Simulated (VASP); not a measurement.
## CsCl: single point with r2SCAN

CsCl:

```
Cs Cl
1.0
     4.21797    0.00000    0.00000
     0.00000    4.21797    0.00000
     0.00000    0.00000    4.21797
Cs Cl
1 1
Cartesian
  0.0000 0.0000 0.0000
  2.1090 2.1090 2.1090
```

- Program: VASP 6.6.1
- Task: single point
- Functional: r2SCAN
- Potentials or basis: VASP PAW PBE potentials, release 64 (Cs_sv, Cl)
- Cutoff: 550 eV
- k mesh: 6 × 6 × 6
- Occupations: gaussian, width 0.01 eV
- Spin: no spin polarisation

```
Pressure               : -0.9 GPa
Band gap on the k mesh : 5.73 eV
```

Levels at points of the mesh, in eV from the valence-band top:
```tsv
k point	band 4	band 5	band 6	band 7	band 8	band 9	band 10	band 11	band 12	band 13
(0.00, 0.00, 0.00)	-6.14	-6.14	0.00	0.00	0.00	5.73	5.95	5.95	10.50	10.50
(0.50, 0.00, 0.00)	-6.03	-6.03	-1.02	-0.18	-0.18	6.91	7.97	9.19	9.88	9.92
(0.50, 0.50, 0.00)	-6.79	-5.96	-0.42	-0.42	-0.03	6.49	6.58	8.55	8.55	12.23
(0.50, 0.50, 0.50)	-6.60	-6.60	-0.94	-0.94	-0.94	8.88	8.88	8.88	10.91	10.91
```

Wall time 90 s on 1 thread of Intel Xeon 8259CL (shared host), peak memory 0.19 GiB.

Caveat: the PAW data sets were made with another functional, which shifts forces and pressure a little; spin-orbit coupling is left out, which moves the levels of the heavy elements. A k mesh can miss the band edges.
